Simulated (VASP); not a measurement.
# AlSi8NO16 in VASP: a series of runs

AlSi8NO16 is run at these levels: PBE; tasks: single point.

Everything below comes from runs of VASP 6.6.1. Logs are shortened: lines on timing, memory, paths and dates and some standing lists are left out, and cuts for length are marked.

## Step 1: The cell of the first run

The cell holds a disordered packing, 26 atoms: a = 7.638 Å, b = 7.315 Å, c = 6.863 Å, α = 90.60°, β = 91.32°, γ = 92.31°.

## Step 2: Single point, PBE

File INCAR:

```
SYSTEM = AlSi8NO16
PREC = Accurate
ENCUT = 520
EDIFF = 1E-6
ISMEAR = -1
SIGMA = 0.1379
LREAL = Auto
LASPH = .TRUE.
NELM = 120
ALGO = Normal
ISIF = 2
LWAVE = .FALSE.
LCHARG = .TRUE.
GGA = PE
LELF = .TRUE.
LVHAR = .TRUE.
NBANDS = 87
ISYM = -1
GGA_COMPAT = .FALSE.
```

File KPOINTS:

```
explicit points
1
Reciprocal
  0.25000000   0.25000000   0.25000000 1
```

File POSCAR:

```
AlSi8NO16
1.0
    7.6361610000     -0.1511100000     -0.0835260000
   -0.1511100000      7.3133010000     -0.0381800000
   -0.0835260000     -0.0381800000      6.8622450000
Al N Si O
1 1 8 16
Direct
    0.4253246581      0.6949420594      0.6743753036
    0.5450909614      0.4184802850      0.6798216684
    0.5920682946      0.6050583472      0.2939857472
    0.7693699811      0.3773031945      0.5820673603
    1.0281616941      0.6841969140      0.6603840102
    0.2315974249      0.6684084991      0.2605777327
    0.3877503388      0.9968254530      0.0303464873
    0.0704857460      0.0172930197      0.8552110337
    0.9173715207      0.0392488503      0.4669891405
    0.7840063642      0.0038533914      0.1400945373
    0.3997555218      0.5335871818      0.2429443044
    0.3016306892      0.8633195631      0.2000369479
    0.2235037046      0.6286939259      0.5758845545
    0.5799405697      0.1045964274      0.1301031379
    0.0908043613      0.0857521357      0.6363733066
    0.4683306436      0.8538077075      0.8612445582
    0.7501116009      0.4615572776      0.3600559406
    0.7020828119      0.7501437213      0.1502905618
    0.9061464120      0.5052426249      0.7371558358
    0.4480395191      0.2967807668      0.7571458085
    0.8717335493      0.0518715652      0.9462732492
    0.1136655163      0.7838768010      0.8626243222
    0.1996242651      0.1081274412     -0.0111236014
    0.5930202345      0.7381618952      0.5010696396
    0.7739727980      0.1588731448      0.6269014919
    0.9580081583      0.8166185093      0.4813867887
```

Potentials or basis: VASP PAW PBE potentials, release 64 (Al, N, Si, O).

Started as:

```sh
> cat potpaw_PBE.64/Al/POTCAR potpaw_PBE.64/N/POTCAR potpaw_PBE.64/Si/POTCAR potpaw_PBE.64/O/POTCAR > POTCAR
> mpirun -np 1 vasp_std > vasp.out
```

OUTCAR:

```text
SYSTEM = AlSi8NO16
   PREC = Accurate
   ENCUT = 520
   EDIFF = 1E-6
   ISMEAR = -1
   LREAL = Auto
   LASPH = .TRUE.
   NELM = 120
   ISIF = 2
   GGA = PE
   ISYM = -1

 ion  position               nearest neighbor table
   1  0.425  0.695  0.674-  13 1.72  16 1.74  24 1.79   2 2.25   3 3.01   5 3.03   6 3.17
   2  0.545  0.418  0.680-  20 1.26   4 1.89   1 2.25
   3  0.592  0.605  0.294-  11 1.57  18 1.67  17 1.69  24 1.71   6 2.82   4 2.94   1 3.01
   4  0.769  0.377  0.582-  25 1.63  17 1.66  19 1.72   2 1.89   9 2.87   3 2.94   5 2.97
   5  0.028  0.684  0.660-  26 1.66  22 1.67  19 1.67  13 1.68   8 2.77   4 2.97   1 3.03   9 3.07

   6  0.232  0.668  0.261-  12 1.57  11 1.66  13 2.19   3 2.82   7 3.10   1 3.17
   7  0.388  0.997  0.030-  12 1.66  16 1.70  23 1.70  14 1.76   8 2.69  10 3.10   6 3.10
   8  0.070  0.017  0.855-  23 1.47  15 1.60  21 1.68  22 1.75   7 2.69   5 2.77   9 2.89  10 2.97

   9  0.917  0.039  0.467-  26 1.67  15 1.76  25 1.81  10 2.45   4 2.87   8 2.89   5 3.07
  10  0.784  0.004  0.140-  21 1.54  14 1.75  18 1.94   9 2.45   8 2.97   7 3.10
  11  0.400  0.534  0.243-   3 1.57   6 1.66
  12  0.302  0.863  0.200-   6 1.57   7 1.66
  13  0.224  0.629  0.576-   5 1.68   1 1.72   6 2.19
  14  0.580  0.105  0.130-  10 1.75   7 1.76
  15  0.091  0.086  0.636-   8 1.60   9 1.76
  16  0.468  0.854  0.861-   7 1.70   1 1.74
  17  0.750  0.462  0.360-   4 1.66   3 1.69
  18  0.702  0.750  0.150-   3 1.67  10 1.94
  19  0.906  0.505  0.737-   5 1.67   4 1.72
  20  0.448  0.297  0.757-   2 1.26
  21  0.872  0.052  0.946-  10 1.54   8 1.68
  22  0.114  0.784  0.863-   5 1.67   8 1.75
  23  0.200  0.108  0.989-   8 1.47   7 1.70
  24  0.593  0.738  0.501-   3 1.71   1 1.79
  25  0.774  0.159  0.627-   4 1.63   9 1.81
  26  0.958  0.817  0.481-   5 1.66   9 1.67

IMPORTANT INFORMATION: All symmetrisations will be switched off!
NOSYMM: (Re-)initialisation of all symmetry stuff for point group C_1.

----------------------------------------------------------------------------------------

                                     Primitive cell

  volume of cell :     383.0060

  direct lattice vectors                    reciprocal lattice vectors
     7.636161000 -0.151110000 -0.083526000     0.131027207  0.002715735  0.001609949
    -0.151110000  7.313301000 -0.038180000     0.002715735  0.136797418  0.000794166
    -0.083526000 -0.038180000  6.862245000     0.001609949  0.000794166  0.145748919

  length of vectors
     7.638112702  7.314961617  6.862859517     0.131065236  0.136826677  0.145759974

  position of ions in fractional coordinates (direct lattice)
     0.425324658  0.694942059  0.674375304
     0.545090961  0.418480285  0.679821668
     0.592068295  0.605058347  0.293985747
     0.769369981  0.377303195  0.582067360
     0.028161694  0.684196914  0.660384010
     0.231597425  0.668408499  0.260577733
[... 18 lines left out ...]
     0.773972798  0.158873145  0.626901492
     0.958008158  0.816618509  0.481386789

  ion indices of the primitive-cell ions
   primitive index   ion index
                 1           1
                 2           2
                 3           3
                 4           4
                 5           5
                 6           6
[... 18 lines left out ...]
                25          25
                26          26

----------------------------------------------------------------------------------------

 KPOINTS: explicit points

Read explicit list of k-points.

 Found      1 k-points:

 Following reciprocal coordinates:
            Coordinates               Weight
  0.250000  0.250000  0.250000      1.000000
   k-points           NKPTS =      1   k-points in BZ     NKDIM =      1   number of bands    NBANDS=     87
   number of dos      NEDOS =    301   number of ions     NIONS =     26
   total plane-waves  NPLWV = 174960
   dimension x,y,z NGX =    60 NGY =   54 NGZ =   54
   dimension x,y,z NGXF=   120 NGYF=  108 NGZF=  108
   ions per type =               1   1   8  16
   NGX,Y,Z   is equivalent  to a cutoff of  13.06, 12.27, 13.08 a.u.
   NGXF,Y,Z  is equivalent  to a cutoff of  26.12, 24.54, 26.16 a.u.
 SYSTEM =  AlSi8NO16
   PREC   = accura    normal or accurate (medium, high low for compatibility)
   ISTART =      0    job   : 0-new  1-cont  2-samecut
   ICHARG =      2    charge: 1-file 2-atom 10-const
   ISPIN  =      1    spin polarized calculation?
   LNONCOLLINEAR =      F non collinear calculations
   LSORBIT =      F    spin-orbit coupling
   LASPH  =      T    aspherical Exc in radial PAW
   ENCUT  =  520.0 eV  38.22 Ry    6.18 a.u.  14.20 13.60 12.76*2*pi/ulx,y,z
   NELM   =    120;   NELMIN=  2; NELMDL= -5     # of ELM steps
   EDIFF  = 0.1E-05   stopping-criterion for ELM
   LREAL  =      T    real-space projection
   EDIFFG = 0.1E-04   stopping-criterion for IOM
   NSW    =      0    number of steps for IOM
   IBRION =     -1    ionic relax: 0-MD 1-quasi-New 2-CG
   NFREE  =      0    steps in history (QN), initial steepest desc. (CG)
   ISIF   =      2    stress and relaxation
   ISYM   =     -1    0-nonsym 1-usesym 2-fastsym
   POTIM  = 0.5000    time-step for ionic-motion
   TEBEG  =    0.0;   TEEND  =   0.0 temperature during run
   PSTRESS=    0.0 pullay stress
   NELECT =     136.0000    total number of electrons
   NUPDOWN=      -1.0000    fix difference up-down
   EMIN   =  10.00;   EMAX   =-10.00  energy-range for DOS
   EFERMI =   0.00;   METHOD = LEGACY
   ISMEAR =    -1;   SIGMA  =   0.14  broadening in eV -4-tet -1-fermi 0-gaus
   EFERMI_NEDOS =   21; number of points for ismear=-14 and -15
   IALGO  =     38    algorithm
   IMIX   =      4    mixing-type and parameters
     AMIX     =   0.40;   BMIX     =  1.00
     AMIX_MAG =   1.60;   BMIX_MAG =  1.00
  volume/ion in A,a.u.               =      14.73        99.41
  Fermi-wavevector in a.u.,A,eV,Ry     =   1.159274  2.190709 18.285077  1.343915
  Thomas-Fermi vector in A             =   2.295868
   LORBIT       =      0    0 simple, 1 ext, 2 COOP (PROOUT), +10 PAW based schemes
   GGA     = PE    functional components
   LHFCALC =     F    Hartree Fock is set to
   AEXX    =    0.0000 exact exchange contribution
   IVDW    =     0    specifies the selected vdW correction
   LEPSILON=     F    determine dielectric tensor
   LRPA    =     F    only Hartree local field effects (RPA)
 non-spin polarized calculation
  energy-cutoff  :      520.00
  volume of cell :      383.01
 maximum number of plane-waves:     10316
 NGX is ok and might be reduce to    56
   NGX = 29   NGY = 27   NGZ = 25

 number of electron     136.0000017 magnetization

 Free energy of the ion-electron system (eV)
  ---------------------------------------------------
  ext. energy  EPLUGINS =         0.00000000
  ---------------------------------------------------
  free energy    TOTEN  =      -186.14714261 eV

  energy without entropy =     -185.84353960  energy(sigma->0) =     -185.99534110

 E-fermi :   2.8707     XC(G=0):  -8.5305

 val. band max:        2.6473079374   @ k =   0.2500   0.2500   0.2500
 cond. band min:       3.0619528294   @ k =   0.2500   0.2500   0.2500
 fundamental gap:      0.4146448920
 Fermi energy:         2.8707401719

 k-point     1 :       0.2500    0.2500    0.2500
  band No.  band energies     occupation
      1     -20.4857      2.00000
      2     -19.5731      2.00000
      3     -18.7883      2.00000
      4     -18.5809      2.00000
      5     -18.3996      2.00000
      6     -18.2173      2.00000
[... 72 lines left out ...]
     79       8.2173      0.00000
     80       8.6050      0.00000
 [bands above 80 left out]

------------------------ aborting loop because EDIFF is reached ----------------------------------------

  FORCE on cell =-STRESS in cart. coord.  units (eV):
  Direction    XX          YY          ZZ          XY          YZ          ZX
  --------------------------------------------------------------------------------------
  -------------------------------------------------------------------------------------
  Total       -1.2762205     -8.0523209      4.1306939      2.4619741      1.2651074      5.0782227
  in kB       -5.3386413    -33.6841883     17.2793749     10.2988444      5.2921530     21.2430442
  external PRESSURE =      -7.2478182 kB  Pullay stress =       0.0000000 kB

 VOLUME and BASIS-vectors are now :
 -----------------------------------------------------------------------------
  energy-cutoff  :      520.00
  volume of cell :      383.01
      direct lattice vectors                 reciprocal lattice vectors
     7.636161000 -0.151110000 -0.083526000     0.131027207  0.002715735  0.001609949
    -0.151110000  7.313301000 -0.038180000     0.002715735  0.136797418  0.000794166
    -0.083526000 -0.038180000  6.862245000     0.001609949  0.000794166  0.145748919

 POSITION                                       TOTAL-FORCE (eV/Angst)
 -----------------------------------------------------------------------------------
      3.08651      4.99230      4.56567         3.297770     -0.070440      0.109477
      4.04238      2.95215      4.60360        -1.103134      0.976019      1.182542
      4.40514      4.32428      1.94485         4.829323      4.291198      2.271618
      5.76940      2.62085      3.91562        -1.955924      1.241588      1.363545
      0.05650      4.97427      4.50324         1.141979     -0.796979      0.281283
      1.64575      4.84333      1.74328        -2.561478     -2.632910      0.199501
[... 18 lines left out ...]
      5.83381      1.02100      4.23124         1.350390     -0.640248     -3.353771
      7.15190      5.80903      3.19220        -1.058726     -0.596202      0.859352
 -----------------------------------------------------------------------------------
    total drift:                                0.001907     -0.006417     -0.005908

  FREE ENERGIE OF THE ION-ELECTRON SYSTEM (eV)
  ---------------------------------------------------
  free  energy   TOTEN  =      -186.1471426089 eV

  energy  without entropy=     -185.8435395996  energy(sigma->0) =     -185.99534110
```

It took 2.1 min on 1 thread of Intel Xeon 8259CL, shared host; peak memory 0.42 GiB.

Results:

```yaml
Free_energy: -186.1471 eV
Pressure: -0.7 GPa
Largest_force: 8.931 eV/Å
```

Forces on the atoms (eV/Å):
```
Al   3.298 -0.070  0.109
N   -1.103  0.976  1.183
Si   4.829  4.291  2.272
Si  -1.956  1.242  1.364
Si   1.142 -0.797  0.281
Si  -2.561 -2.633  0.200
Si   3.275 -1.434  0.198
Si  -4.935 -3.881 -3.177
Si  -0.133 -0.403  2.807
Si  -5.942 -3.141  2.555
O   -0.465 -1.582 -0.980
O    1.178  2.491  0.242
O   -0.924 -0.320 -1.125
O   -0.446 -1.008 -0.462
O   -0.630  0.960 -2.208
O   -1.617  1.505  0.798
O    0.015 -1.527  0.470
O    0.798  2.044 -0.574
O   -0.269  0.058 -2.393
O    0.813  0.101 -0.477
O    2.566 -0.197 -1.905
O   -2.530  2.113 -0.704
O    6.966  3.239  4.555
O   -1.660 -0.789 -0.532
O    1.350 -0.640 -3.354
O   -1.059 -0.596  0.859
```

Stress tensor (GPa, compression positive):
```
-0.53  1.03  2.12
 1.03 -3.37  0.53
 2.12  0.53  1.73
```

Caveat: the atoms stand as in a frame of molecular dynamics.

## Step 3: Single point, PBE

File INCAR:

```
SYSTEM = AlSi8NO16
ALGO = Normal
EDIFF = 1E-6
ENCUT = 520
GGA = PE
GGA_COMPAT = .False.
ISIF = 2
ISMEAR = -1
ISYM = -1
LASPH = .True.
LCHARG = .False.
LREAL = Auto
LWAVE = .False.
NBANDS = 87
NELM = 120
PREC = Accurate
SIGMA = 0.1379
```

KPOINTS is that of step 2.

File POSCAR:

```
AlSi8NO16
1.0
    7.6361610000     -0.1511100000     -0.0835260000
   -0.1511100000      7.3133010000     -0.0381800000
   -0.0835260000     -0.0381800000      6.8622450000
Al N Si O
1 1 8 16
Direct
    0.4606003200      0.7180054473      0.6974761977
    0.5304888965      0.4292119376      0.6936331955
    0.6233730965      0.6394751173      0.2944501430
    0.7435641199      0.3705020037      0.5509874251
    1.0164857183      0.6488414607      0.6597366828
    0.2277918852      0.6619189033      0.2933092026
    0.3788760568      0.9673674006      0.0713990959
    0.0872012251     -0.0118265072      0.8586751178
    0.9492112058      0.0148335339      0.4894654970
    0.7837253286     -0.0197894255      0.1577852265
    0.4283395387      0.5849458212      0.2049363903
    0.3158955842      0.8923415213      0.2883750280
    0.2149287648      0.6414435376      0.5310576137
    0.5822300186      0.0294887336      0.1262495327
    0.1152915840      0.0495782716      0.6317472989
    0.3916526751      0.8445528793      0.8847244903
    0.7643842025      0.4546342583      0.3283415108
    0.7350585629      0.7592189610      0.1396565528
    0.9328978226      0.4405817480      0.6931573610
    0.3963830289      0.3036796150      0.6969877608
    0.8893372827      0.0615999356      0.9734969637
    0.0883387010      0.7622168609      0.8516623959
    0.2223276007      0.1189282915      0.0185822304
    0.5930270680      0.7390971162      0.5059287313
    0.7773024917      0.1402658184      0.5560233301
    0.9003100737      0.8136998985      0.5499063880
```

Potentials or basis: VASP PAW PBE potentials, release 64 (Al, N, Si, O).

Started as:

```sh
> cat potpaw_PBE.64/Al/POTCAR potpaw_PBE.64/N/POTCAR potpaw_PBE.64/Si/POTCAR potpaw_PBE.64/O/POTCAR > POTCAR
> mpirun -np 1 vasp_std > vasp.out
```

Run time: 2.1 min. Hardware: 1 thread of Intel Xeon 8259CL, shared host; peak memory 0.41 GiB.

Results (log left out):

| Property | Result |
| --- | --- |
| Free energy | -186.6129 eV |
| Pressure | -1.4 GPa |
| Largest force | 5.489 eV/Å |

Forces on the atoms (eV/Å):
```
Al  -0.796 -2.253 -0.540
N   -2.015 -1.162 -0.461
Si   0.665 -0.963  0.151
Si   1.213 -2.522  1.502
Si   0.670  0.820 -1.097
Si   2.012  1.308 -2.605
Si   0.673  2.534  3.230
Si  -1.588  3.015  2.993
Si  -3.266  2.471 -3.321
Si   1.272  0.094  0.025
O   -0.772 -0.993  0.568
O   -1.511 -1.450 -0.746
O   -0.200 -0.296  3.065
O   -1.226  2.646  0.179
O    1.359  1.552  1.263
O    1.056 -1.203 -1.965
O   -2.006  1.011  1.183
O    0.971 -1.277  0.194
O   -1.496  1.743 -1.348
O    3.273  2.328 -0.155
O    2.408 -1.314 -2.126
O   -1.130 -0.214  1.086
O    0.392 -2.637 -1.666
O    0.034 -0.058 -0.588
O   -0.224  2.184  0.039
O    0.233 -5.364  1.142
```

Stress tensor (GPa, compression positive):
```
-3.98  2.16  2.20
 2.16 -1.12 -1.84
 2.20 -1.84  1.02
```

Levels at points of the mesh, in eV from the Fermi level:
| k point | band 66 | band 67 | band 68 | band 69 | band 70 | band 71 |
| --- | --- | --- | --- | --- | --- | --- |
| (0.25, 0.25, 0.25) | -1.17 | -0.79 | -0.13 | 0.13 | 2.52 | 3.01 |

Caveat: the atoms stand as in a frame of molecular dynamics.

## Step 4: Single point, PBE

File INCAR:

```
ALGO = Normal ; EDIFF = 1E-6
ENCUT = 520 ; GGA = PE
GGA_COMPAT = False ; ISIF = 2
ISMEAR = -1 ; ISYM = -1
LASPH = True ; LCHARG = False
LREAL = Auto ; LWAVE = False
NBANDS = 87 ; NELM = 120
PREC = Accurate ; SIGMA = 0.05
```

KPOINTS is that of step 3.

File POSCAR:

```
AlSi8NO16
1.0
    7.6361610000     -0.1511100000     -0.0835260000
   -0.1511100000      7.3133010000     -0.0381800000
   -0.0835260000     -0.0381800000      6.8622450000
Al N Si O
1 1 8 16
Direct
    0.4528222098      0.6780614295      0.6909996384
    0.5247248117      0.4236729560      0.6872102349
    0.6144255801      0.6239709152      0.2940091356
    0.7502359635      0.3790776372      0.5965350105
    0.0400754155      0.6692791753      0.6592264511
    0.2463504308      0.6559931121      0.2457849411
    0.4156198426      0.9630346437      0.0611290803
    0.0853197004      1.0225088715      0.8638945129
    0.8924563985      0.0214254505      0.5037370914
    0.7866681870      0.9885332327      0.1726728565
    0.4319054927      0.5454609048      0.1857658879
    0.3034832563      0.8840637115      0.2564607202
    0.2345480379      0.6294273992      0.5975241918
    0.5889940403      0.0811580683      0.1305524550
    0.0718404786      0.1083276375      0.6376585938
    0.4645420033      0.8027763509      0.9028325769
    0.7190855102      0.4426336391      0.3699849085
    0.7587938702      0.7619628843      0.1619848548
    0.9165676943      0.4854410138      0.6988660957
    0.4162517401      0.2944168430      0.6886116246
    0.9222296671      0.0709662464      1.0109846918
    0.0834011010      0.8074391867      0.8456540372
    0.2644352121      0.0904807354     -0.0319264658
    0.6029014721      0.7320903372      0.5018741181
    0.7425560425      0.1548546320      0.5977708586
    0.9180280322      0.8031506473      0.5313047700
```

Started as:

```sh
> cat potpaw_PBE.64/Al/POTCAR potpaw_PBE.64/N/POTCAR potpaw_PBE.64/Si/POTCAR potpaw_PBE.64/O/POTCAR > POTCAR
> mpirun -np 1 vasp_std > vasp.out
```

Run time: 1.9 min. Hardware: 1 thread of Intel Xeon 8259CL, shared host; peak memory 0.41 GiB.

It converged, with:

| Property | Result |
| --- | --- |
| Free energy | -190.7269 eV |
| Pressure | 1.1 GPa |
| Largest force | 2.794 eV/Å |

Forces in eV/Å, atoms in the order of the input:
```
Al  -0.239  0.443 -0.531
N    0.535  0.280  0.638
Si   2.718  0.634 -0.121
Si  -1.094 -1.173 -1.320
Si  -0.681  1.220  0.939
Si  -0.932 -0.187 -0.269
Si  -1.107 -0.478 -0.328
Si  -1.262  1.970 -0.338
Si   0.779  1.006 -0.365
Si   0.004  0.345  0.099
O    0.214  0.722  0.765
O    1.001 -1.157 -0.784
O    1.293 -0.414 -1.121
O    1.405 -0.214  0.284
O   -0.995 -0.577  0.346
O   -0.158  0.796  0.350
O    0.404 -0.417 -0.311
O   -1.610 -1.037  0.412
O    0.261  0.128  0.513
O    0.137 -0.126 -0.014
O    0.137 -0.042 -0.574
O   -0.354 -2.548  0.781
O    1.241  0.982  0.127
O   -2.288  0.276  0.729
O    0.221  0.203  0.398
O    0.367 -0.636 -0.305
```

Stress tensor (GPa, compression positive):
```
 1.35 -1.81  1.90
-1.81  1.93 -0.04
 1.90 -0.04  0.11
```

Levels at points of the mesh, in eV from the Fermi level:
```csv
k point,band 64,band 65,band 66,band 67,band 68,band 69,band 70,band 71,band 72,band 73
"(0.25, 0.25, 0.25)",-2.04,-1.88,-1.32,-0.73,-0.13,0.13,3.75,3.87,4.45,4.79
```

Caveat: the standard files for N, O and F lose accuracy on very short bonds; the atoms stand as in a frame of molecular dynamics.

(Part 1 of 2 ends here.)
